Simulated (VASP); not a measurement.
Set up this calculation in VASP 6.6.1, as the native input.

- Task: single point
- Functional: PBE
- Potentials or basis: VASP PAW PBE potentials, release 64 (Pb_d, S)
- Cutoff: 520 eV
- k mesh: 6 × 6 × 6
- Occupations: gaussian, width 0.1 eV
- Spin: no spin polarisation
- Dipole correction: no
- Further INCAR settings: ALGO = Normal; EDIFF = 1e-07; NBANDS = 35

The structure of Pb3S2 lies in POSCAR:

```
Pb3S2
1.0
    2.0411116169      1.1784363414      9.4615877097
   -2.0411116169      1.1784363414      9.4615877097
    0.0000000000     -2.3568726829      9.4615877097
Pb S
3 2
Direct
    0.0000000000      0.0000000000      0.0000000000
    0.2095000000      0.2095000000      0.2095000000
    0.7905000000      0.7905000000      0.7905000000
    0.4000000000      0.4000000000      0.4000000000
    0.6000000000      0.6000000000      0.6000000000
```

These files were run (other wordings do the same):

INCAR

```
SYSTEM = Pb3S2
ALGO = Normal ; EDIFF = 1E-7
ENCUT = 520 ; GGA = PE
ISIF = 2 ; ISMEAR = 0
LASPH = .TRUE. ; LCHARG = .TRUE.
LELF = .TRUE. ; LREAL = .FALSE.
LVHAR = .TRUE. ; LWAVE = .FALSE.
NBANDS = 35 ; NELM = 100
PREC = Accurate ; SIGMA = 0.1
```

KPOINTS

```
k-points
0
G
  6 6 6
  0 0 0
```

Potentials or basis: VASP PAW PBE potentials, release 64 (Pb_d, S).

The run is started by

```console
$ cat potpaw_PBE.64/Pb_d/POTCAR potpaw_PBE.64/S/POTCAR > POTCAR
$ mpirun -np 1 vasp_std > vasp.out
```

It gave:

```json
{"Pressure": "2.1 GPa", "Largest force": "0.520 eV/Å", "Band gap on the k mesh": "zero (bands 27 and 28 overlap by 1.08 eV)"}
```

Caveat: spin-orbit coupling is left out, which moves the levels of the heavy elements.

Wall time 9.6 min on 1 thread of Intel(R) Xeon(R) 6975P-C (Granite Rapids), on a shared host, peak memory 0.89 GiB.
